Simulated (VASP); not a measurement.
# BiB (Fm-3m) in VASP: further runs

Aim: see how the results for BiB move with the level of theory and the settings. Levels: HSE06, PBE-based screened hybrid with 50 % exact exchange. Tasks: single point.

Everything below comes from runs of VASP 6.6.1. Logs are shortened: lines on timing, memory, paths and dates and some standing lists are left out, and cuts for length are marked.

**1. The cell of the first run**

The structure is cubic, space group Fm-3m (No. 225). Conventional cell: a = 5.254 Å, b = 5.254 Å, c = 5.254 Å, α = 90.00°, β = 90.00°, γ = 90.00°. Within 3.5 Å of B (site symmetry m-3m) lie 6 Bi at 2.63 Å. Bi (site symmetry m-3m) has 6 B at 2.63 Å within 3.5 Å.

**2. Single point, HSE06**

The input, POSCAR:

```
BiB
1.0
    0.0000000000      2.6268329274      2.6268329274
    2.6268329274      0.0000000000      2.6268329274
    2.6268329274      2.6268329274      0.0000000000
B Bi
1 1
Direct
    0.0000000000      0.0000000000      0.0000000000
    0.5000000000      0.5000000000      0.5000000000
```

The input, INCAR.step1:

```
  PREC = Accurate
  ENCUT = 520
  EDIFF = 1E-5
  ISMEAR = -1
  SIGMA = 0.02
  LREAL = False
  LASPH = True
  NELM = 80
  ALGO = Normal
  ISIF = 2
  LWAVE = True
  LCHARG = False
  GGA = PE
  NBANDS = 16
```

The input, INCAR.step2:

```
  PREC = Accurate
  ENCUT = 520
  EDIFF = 1E-6
  ISMEAR = -1
  SIGMA = 0.02
  LREAL = False
  LASPH = True
  NELM = 80
  ALGO = Normal
  ISIF = 2
  LWAVE = False
  LCHARG = False
  GGA = PE
  LHFCALC = True
  HFSCREEN = 0.2079
  PRECFOCK = Normal
  ISTART = 1
  NBANDS = 16
```

The input, KPOINTS:

```
Automatic mesh
0
Gamma
  4 4 4
```

Potentials or basis: VASP PAW PBE potentials, release 64 (B, Bi_d).

Run with:

```
$ cat potpaw_PBE.64/B/POTCAR potpaw_PBE.64/Bi_d/POTCAR > POTCAR
$ cp INCAR.step1 INCAR
$ mpirun -np 1 vasp_std > vasp.out
$ cp INCAR.step2 INCAR
$ mpirun -np 1 vasp_std > vasp.out
```

OUTCAR:

```text
PREC = Accurate
   ENCUT = 520
   EDIFF = 1E-6
   ISMEAR = -1
   LREAL = False
   LASPH = True
   NELM = 80
   ISIF = 2
   GGA = PE
   LHFCALC = True
   HFSCREEN = 0.2079
   PRECFOCK = Normal
   ISTART = 1

 ion  position               nearest neighbor table
   1  0.000  0.000  0.000-   2 2.63   2 2.63   2 2.63   2 2.63   2 2.63   2 2.63
   2  0.500  0.500  0.500-   1 2.63   1 2.63   1 2.63   1 2.63   1 2.63   1 2.63

  LATTYP: Found a face centered cubic cell.
 ALAT       =     5.2536658548

  Lattice vectors:

 A1 = (   0.0000000000,   2.6268329274,   2.6268329274)
 A2 = (   2.6268329274,   0.0000000000,   2.6268329274)
 A3 = (   2.6268329274,   2.6268329274,   0.0000000000)

Analysis of symmetry for initial positions (statically):
=====================================================================
 Subroutine PRICEL returns:
 Original cell was already a primitive cell.

 Routine SETGRP: Setting up the symmetry group for a
 face centered cubic supercell.

 Subroutine GETGRP returns: Found 48 space group operations
 (whereof 48 operations were pure point group operations)
 out of a pool of 48 trial point group operations.

The static configuration has the point symmetry O_h .

Analysis of symmetry for dynamics (positions and initial velocities):
=====================================================================
 Subroutine PRICEL returns:
 Original cell was already a primitive cell.

 Routine SETGRP: Setting up the symmetry group for a
 face centered cubic supercell.

 Subroutine GETGRP returns: Found 48 space group operations
 (whereof 48 operations were pure point group operations)
 out of a pool of 48 trial point group operations.

The dynamic configuration has the point symmetry O_h .

 Subroutine INISYM returns: Found 48 space group operations
 (whereof 48 operations are pure point group operations),
 and found     1 'primitive' translations

----------------------------------------------------------------------------------------

                                     Primitive cell

  volume of cell :      36.2516

  direct lattice vectors                    reciprocal lattice vectors
     0.000000000  2.626832927  2.626832927    -0.190343282  0.190343282  0.190343282
     2.626832927  0.000000000  2.626832927     0.190343282 -0.190343282  0.190343282
     2.626832927  2.626832927  0.000000000     0.190343282  0.190343282 -0.190343282

  length of vectors
     3.714902752  3.714902752  3.714902752     0.329684235  0.329684235  0.329684235

  position of ions in fractional coordinates (direct lattice)
     0.000000000  0.000000000  0.000000000
     0.500000000  0.500000000  0.500000000

  ion indices of the primitive-cell ions
   primitive index   ion index
                 1           1
                 2           2

----------------------------------------------------------------------------------------

 KPOINTS: Automatic mesh

Automatic generation of k-mesh.
 Grid dimensions read from file:
 generate k-points for:    4    4    4

 Generating k-lattice:

  Cartesian coordinates                     Fractional coordinates (reciprocal lattice)
    -0.047585820  0.047585820  0.047585820     0.250000000  0.000000000  0.000000000
     0.047585820 -0.047585820  0.047585820     0.000000000  0.250000000  0.000000000
     0.047585820  0.047585820 -0.047585820     0.000000000  0.000000000  0.250000000

  Length of vectors
     0.082421059  0.082421059  0.082421059

  Shift w.r.t. Gamma in fractional coordinates (k-lattice)
     0.000000000  0.000000000  0.000000000

 Subroutine IBZKPT returns following result:
 ===========================================

 Found      8 irreducible k-points:

 Following reciprocal coordinates:
            Coordinates               Weight
  0.000000  0.000000  0.000000      1.000000
  0.250000  0.000000  0.000000      8.000000
  0.500000  0.000000  0.000000      4.000000
  0.250000  0.250000  0.000000      6.000000
  0.500000  0.250000  0.000000     24.000000
 -0.250000  0.250000  0.000000     12.000000
  0.500000  0.500000  0.000000      3.000000
 -0.250000  0.500000  0.250000      6.000000
   k-points           NKPTS =      8   k-points in BZ     NKDIM =     64   number of bands    NBANDS=     16
   number of dos      NEDOS =    301   number of ions     NIONS =      2
   total plane-waves  NPLWV =  21952
   dimension x,y,z NGX =    28 NGY =   28 NGZ =   28
   dimension x,y,z NGXF=    56 NGYF=   56 NGZF=   56
   ions per type =               1   1
   NGX,Y,Z   is equivalent  to a cutoff of  12.53, 12.53, 12.53 a.u.
   NGXF,Y,Z  is equivalent  to a cutoff of  25.06, 25.06, 25.06 a.u.
 SYSTEM =  unknown system
   PREC   = accura    normal or accurate (medium, high low for compatibility)
   ISTART =      1    job   : 0-new  1-cont  2-samecut
   ICHARG =      0    charge: 1-file 2-atom 10-const
   ISPIN  =      1    spin polarized calculation?
   LNONCOLLINEAR =      F non collinear calculations
   LSORBIT =      F    spin-orbit coupling
   LASPH  =      T    aspherical Exc in radial PAW
   ENCUT  =  520.0 eV  38.22 Ry    6.18 a.u.   6.91  6.91  6.91*2*pi/ulx,y,z
   NELM   =     80;   NELMIN=  2; NELMDL=  0     # of ELM steps
   EDIFF  = 0.1E-05   stopping-criterion for ELM
   LREAL  =      F    real-space projection
   EDIFFG = 0.1E-04   stopping-criterion for IOM
   NSW    =      0    number of steps for IOM
   IBRION =     -1    ionic relax: 0-MD 1-quasi-New 2-CG
   NFREE  =      0    steps in history (QN), initial steepest desc. (CG)
   ISIF   =      2    stress and relaxation
   ISYM   =      3    0-nonsym 1-usesym 2-fastsym
   POTIM  = 0.5000    time-step for ionic-motion
   TEBEG  =    0.0;   TEEND  =   0.0 temperature during run
   PSTRESS=    0.0 pullay stress
   NELECT =      18.0000    total number of electrons
   NUPDOWN=      -1.0000    fix difference up-down
   EMIN   =  10.00;   EMAX   =-10.00  energy-range for DOS
   EFERMI =   0.00;   METHOD = LEGACY
   ISMEAR =    -1;   SIGMA  =   0.02  broadening in eV -4-tet -1-fermi 0-gaus
   EFERMI_NEDOS =   21; number of points for ismear=-14 and -15
   IALGO  =     38    algorithm
   IMIX   =      1    mixing-type and parameters
     AMIX     =   0.40;   BMIX     =  1.00
     AMIX_MAG =   1.60;   BMIX_MAG =  1.00
  volume/ion in A,a.u.               =      18.13       122.32
  Fermi-wavevector in a.u.,A,eV,Ry     =   1.296353  2.449752 22.865007  1.680531
  Thomas-Fermi vector in A             =   2.427815
   LORBIT       =      0    0 simple, 1 ext, 2 COOP (PROOUT), +10 PAW based schemes
   GGA     = PE    functional components
   LHFCALC =     T    Hartree Fock is set to
   PRECFOCK=normal    Normal, Fast or Accurate (Low or Medium for compatibility)
   ENCUT4O =  -1.0   cutoff for four orbital integrals eV
   NKREDX  =     1    reduce k-point grid by
   NKREDY  =     1    reduce k-point grid by
   NKREDZ  =     1    reduce k-point grid by
   AEXX    =    0.2500 exact exchange contribution
   HFSCREEN=    0.2079 screening length (either q_TF or 0.3 A-1)
   HFSCREENC=   0.2079 screening length for correlation (either q_TF or 0.3 A-1)
   ENCUTFOCK=  -1.0 apply spherical cutoff to Coloumb kernel
   IVDW    =     0    specifies the selected vdW correction
   LEPSILON=     F    determine dielectric tensor
   LRPA    =     F    only Hartree local field effects (RPA)
 non-spin polarized calculation
  energy-cutoff  :      520.00
  volume of cell :       36.25
 maximum number of plane-waves:       992
  NGX = 24; NGY = 24; NGZ = 24

 number of electron      18.0000003 magnetization

 Free energy of the ion-electron system (eV)
  ---------------------------------------------------
  ext. energy  EPLUGINS =         0.00000000
  ---------------------------------------------------
  free energy    TOTEN  =        -9.24476185 eV

  energy without entropy =       -9.23938915  energy(sigma->0) =       -9.24207550

 E-fermi :   8.3808     XC(G=0):  -9.0679

 val. band max:        8.1041005567   @ k =   0.0000   0.0000   0.0000
 cond. band min:       8.4120707388   @ k =   0.2500   0.0000   0.0000
 fundamental gap:      0.3079701821
 Fermi energy:         8.3808475783

 k-point     1 :       0.0000    0.0000    0.0000
  band No.  band energies     occupation
      1     -16.7982      2.00000
      2     -16.7982      2.00000
      3     -16.7982      2.00000
      4     -16.7750      2.00000
      5     -16.7750      2.00000
      6      -7.6490      2.00000
[... 8 lines left out ...]
     15      17.1724      0.00000
     16      17.1724      0.00000

 k-point     2 :       0.2500    0.0000    0.0000
  band No.  band energies     occupation
      1     -16.8043      2.00000
      2     -16.8043      2.00000
      3     -16.7948      2.00000
      4     -16.7518      2.00000
      5     -16.7518      2.00000
      6      -6.5760      2.00000
[... 8 lines left out ...]
     15      18.9657      0.00000
     16      18.9658      0.00000

 k-point     3 :       0.5000    0.0000    0.0000
  band No.  band energies     occupation
      1     -16.8261      2.00000
      2     -16.8261      2.00000
      3     -16.7928      2.00000
      4     -16.7120      2.00000
      5     -16.7120      2.00000
      6      -4.3639      2.00000
[... 8 lines left out ...]
     15      22.6513      0.00000
     16      22.6513      0.00000

 k-point     4 :       0.2500    0.2500    0.0000
  band No.  band energies     occupation
      1     -16.8280      2.00000
      2     -16.8220      2.00000
      3     -16.7527      2.00000
      4     -16.7452      2.00000
      5     -16.7452      2.00000
      6      -6.2127      2.00000
[... 8 lines left out ...]
     15      21.8492      0.00000
     16      21.8492      0.00000

 k-point     5 :       0.5000    0.2500    0.0000
  band No.  band energies     occupation
      1     -16.8495      2.00000
      2     -16.7977      2.00000
      3     -16.7745      2.00000
      4     -16.7282      2.00000
      5     -16.7050      2.00000
      6      -4.0729      2.00000
[... 8 lines left out ...]
     15      22.1281      0.00000
     16      22.9349      0.00000

 k-point     6 :      -0.2500    0.2500    0.0000
  band No.  band energies     occupation
      1     -16.8237      2.00000
      2     -16.7966      2.00000
      3     -16.7734      2.00000
      4     -16.7413      2.00000
      5     -16.7337      2.00000
      6      -4.9069      2.00000
[... 8 lines left out ...]
     15      19.4678      0.00000
     16      21.5291      0.00000

 k-point     7 :       0.5000    0.5000    0.0000
  band No.  band energies     occupation
      1     -16.8837      2.00000
      2     -16.8458      2.00000
      3     -16.7303      2.00000
      4     -16.6897      2.00000
      5     -16.6897      2.00000
      6      -3.3015      2.00000
[... 8 lines left out ...]
     15      24.6568      0.00000
     16      26.2183      0.00000

 k-point     8 :      -0.2500    0.5000    0.2500
  band No.  band energies     occupation
      1     -16.8451      2.00000
      2     -16.7698      2.00000
      3     -16.7698      2.00000
      4     -16.7677      2.00000
      5     -16.6896      2.00000
      6      -2.9878      2.00000
[... 8 lines left out ...]
     15      19.6227      0.00000
     16      26.0188      0.00000

------------------------ aborting loop because EDIFF is reached ----------------------------------------

  FORCE on cell =-STRESS in cart. coord.  units (eV):
  Direction    XX          YY          ZZ          XY          YZ          ZX
  --------------------------------------------------------------------------------------
  -------------------------------------------------------------------------------------
  Total        0.1683814      0.1683814      0.1683814      0.0000000     -0.0000000     -0.0000000
  in kB        7.4417909      7.4417909      7.4417909      0.0000000     -0.0000000     -0.0000000
  external PRESSURE =       7.4417909 kB  Pullay stress =       0.0000000 kB

 VOLUME and BASIS-vectors are now :
 -----------------------------------------------------------------------------
  energy-cutoff  :      520.00
  volume of cell :       36.25
      direct lattice vectors                 reciprocal lattice vectors
     0.000000000  2.626832927  2.626832927    -0.190343282  0.190343282  0.190343282
     2.626832927  0.000000000  2.626832927     0.190343282 -0.190343282  0.190343282
     2.626832927  2.626832927  0.000000000     0.190343282  0.190343282 -0.190343282

 POSITION                                       TOTAL-FORCE (eV/Angst)
 -----------------------------------------------------------------------------------
      0.00000      0.00000      0.00000         0.000000     -0.000000      0.000000
      2.62683      2.62683      2.62683         0.000000      0.000000     -0.000000
 -----------------------------------------------------------------------------------
    total drift:                                0.000001      0.000000      0.000001

  FREE ENERGIE OF THE ION-ELECTRON SYSTEM (eV)
  ---------------------------------------------------
  free  energy   TOTEN  =        -9.2447618546 eV

  energy  without entropy=       -9.2393891461  energy(sigma->0) =       -9.24207550
```

Run time: 12 min. Hardware: 1 thread of AMD EPYC 7R43 (Zen 3), shared host; peak memory 0.23 GiB.

What came out:

- Free energy: -9.2448 eV
- Pressure: 0.7 GPa
- Band gap on the k mesh: zero (bands 9 and 10 overlap by 4.60 eV)

Caveat: the k points lie up to 0.52 Å⁻¹ apart, too coarse for converged energies and pressures of a metal; the PAW data sets were made with another functional, which shifts forces and pressure a little; spin-orbit coupling is left out, which moves the levels of the heavy elements.

**3. Single point, PBE-based screened hybrid with 50 % exact exchange**

POSCAR is that of step 2.

The input, INCAR.step1:

```
SYSTEM = BiB
ALGO     = Normal         ! electronic algorithm
EDIFF    = 1E-5           ! SCF threshold, eV
ENCUT    = 520            ! plane-wave cutoff, eV
GGA      = PE             ! functional
ISIF     = 2              ! what is computed and relaxed
ISMEAR   = -1             ! smearing method
LASPH    = .TRUE.         ! aspherical terms in the spheres
LCHARG   = .FALSE.        ! write CHGCAR
LREAL    = .FALSE.        ! projectors in reciprocal space
LWAVE    = .TRUE.         ! write WAVECAR
NBANDS   = 16             ! bands
NELM     = 80             ! most SCF steps
PREC     = Accurate       ! precision mode
SIGMA    = 0.02           ! smearing width, eV
```

The input, INCAR.step2:

```
SYSTEM = BiB
AEXX     = 0.5            ! exact-exchange fraction
ALGO     = Normal         ! electronic algorithm
EDIFF    = 1E-6           ! SCF threshold, eV
ENCUT    = 520            ! plane-wave cutoff, eV
GGA      = PE             ! functional
HFSCREEN = 0.3            ! screening, 1/A
ISIF     = 2              ! what is computed and relaxed
ISMEAR   = -1             ! smearing method
ISTART   = 1            
LASPH    = .TRUE.         ! aspherical terms in the spheres
LCHARG   = .FALSE.        ! write CHGCAR
LHFCALC  = .TRUE.         ! exact exchange
LREAL    = .FALSE.        ! projectors in reciprocal space
LWAVE    = .FALSE.        ! write WAVECAR
NBANDS   = 16             ! bands
NELM     = 80             ! most SCF steps
PREC     = Accurate       ! precision mode
PRECFOCK = Normal       
SIGMA    = 0.02           ! smearing width, eV
```

The input, KPOINTS:

```
k-points
0
G
  4 4 4
  0 0 0
```

Potentials or basis: VASP PAW PBE potentials, release 64 (B, Bi_d).

Run with:

```
$ cat potpaw_PBE.64/B/POTCAR potpaw_PBE.64/Bi_d/POTCAR > POTCAR
$ cp INCAR.step1 INCAR
$ mpirun -np 1 vasp_std > vasp.out
$ cp INCAR.step2 INCAR
$ mpirun -np 1 vasp_std > vasp.out
```

Wall time 34 min (1 thread of AMD EPYC 7R43 (Zen 3), shared host); peak memory 0.23 GiB.

The run converged. Its results:

* Free energy: -9.9744 eV
* Pressure: -0.7 GPa
* Band gap on the k mesh: zero (bands 9 and 10 overlap by 4.93 eV)

Levels at points of the mesh, in eV from the Fermi level:
```csv
k point,band 6,band 7,band 8,band 9,band 10,band 11,band 12,band 13
"(0.00, 0.00, 0.00)",-17.26,-0.31,-0.24,-0.20,0.12,7.74,7.75,7.75
"(0.50, 0.00, 0.00)",-13.54,-10.74,1.13,1.17,1.98,2.00,3.18,3.49
"(0.50, 0.50, 0.00)",-12.40,-7.70,-5.42,-3.77,-3.75,4.25,10.08,10.09
```

Caveat: the k points lie up to 0.52 Å⁻¹ apart, too coarse for converged energies and pressures of a metal; the PAW data sets were made with another functional, which shifts forces and pressure a little; spin-orbit coupling is left out, which moves the levels of the heavy elements.
